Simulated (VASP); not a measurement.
Input of a VASP 6.6.1 run:

Contents of INCAR:

```
SYSTEM = Mg
ALGO = Fast
EDIFF = 1E-6
ENCUT = 520
GGA = PE
ISIF = 2
ISMEAR = 0
LASPH = .TRUE.
LCHARG = .TRUE.
LELF = .TRUE.
LREAL = .FALSE.
LVHAR = .TRUE.
LWAVE = .FALSE.
NBANDS = 15
NELM = 100
PREC = Accurate
SIGMA = 0.1
```

The input KPOINTS:

```
k-points
0
G
  4 4 4
  0 0 0
```

The input POSCAR:

```
Mg
1.0
    5.5089316407      0.4549040063     -0.1681842890
   -2.0811225045      3.8265786227     -0.4514832375
    1.8099827948      1.7084494562      6.0094499335
Mg
6
Direct
    0.8937585432      0.0200939782      0.5615319987
    0.5604482511      0.3533808227      0.8949166943
    0.2271654471      0.6869781103      0.7281018071
    0.5603385227      0.3536149585      0.3948523429
    0.8937376523      1.0201363992      1.0614799704
    0.2269150486      0.6867851807      0.2281175043
```

Potentials or basis: VASP PAW PBE potentials, release 64 (Mg).

The run is started by

```console
$ cat potpaw_PBE.64/Mg/POTCAR > POTCAR
$ mpirun -np 1 vasp_std > vasp.out
```

Task: Estimate the pressure.

Result: -0.1 GPa.

Task: Predict the band gap on the k mesh.

Result: Zero (bands 6 and 7 overlap by 2.00 eV).

Forces in eV/Å, atoms in the order of the input:
```
Mg  -0.001  0.001 -0.001
Mg  -0.002  0.001 -0.001
Mg   0.000 -0.002  0.001
Mg   0.001 -0.002  0.000
Mg   0.000  0.000  0.000
Mg   0.002  0.001  0.001
```

Caveat: the k points lie up to 0.39 Å⁻¹ apart, too coarse for converged energies and pressures of a metal.
